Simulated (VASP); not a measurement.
## TePb: single point with PBEsol

Crystal: TePb.

```xyz
2
Lattice="0.0000 3.1873 3.1873 3.1873 0.0000 3.1873 3.1873 3.1873 0.0000" Properties=species:S:1:pos:R:3 pbc="T T T"
Pb    0.0000    0.0000    0.0000
Te    3.1873    3.1873    3.1873
```

- Program: VASP 6.6.1
- Task: single point
- Functional: PBEsol
- Potentials or basis: VASP PAW PBE potentials, release 64 (Pb_d, Te)
- Cutoff: 520 eV
- k mesh: 7 × 7 × 7
- Occupations: fermi-dirac, width 0.05 eV
- Spin: no spin polarisation

- Pressure: 1.5 GPa

Levels at points of the mesh, in eV from the Fermi level:
| k point | band 8 | band 9 | band 10 | band 11 | band 12 | band 13 |
| --- | --- | --- | --- | --- | --- | --- |
| (0.00, 0.00, 0.00) | -1.83 | -1.83 | -1.83 | 3.76 | 3.76 | 3.76 |

Run time: 9.1 s on 1 thread of Intel(R) Xeon(R) 6975P-C (Granite Rapids), on a shared host, peak memory 0.2 GiB.

Caveat: this odd mesh misses L, where the gap lies, so gap, dielectric constants and Born charges aren't listed; the PAW data sets were made with another functional, which shifts forces and pressure a little; spin-orbit coupling is left out, which moves the levels of the heavy elements.
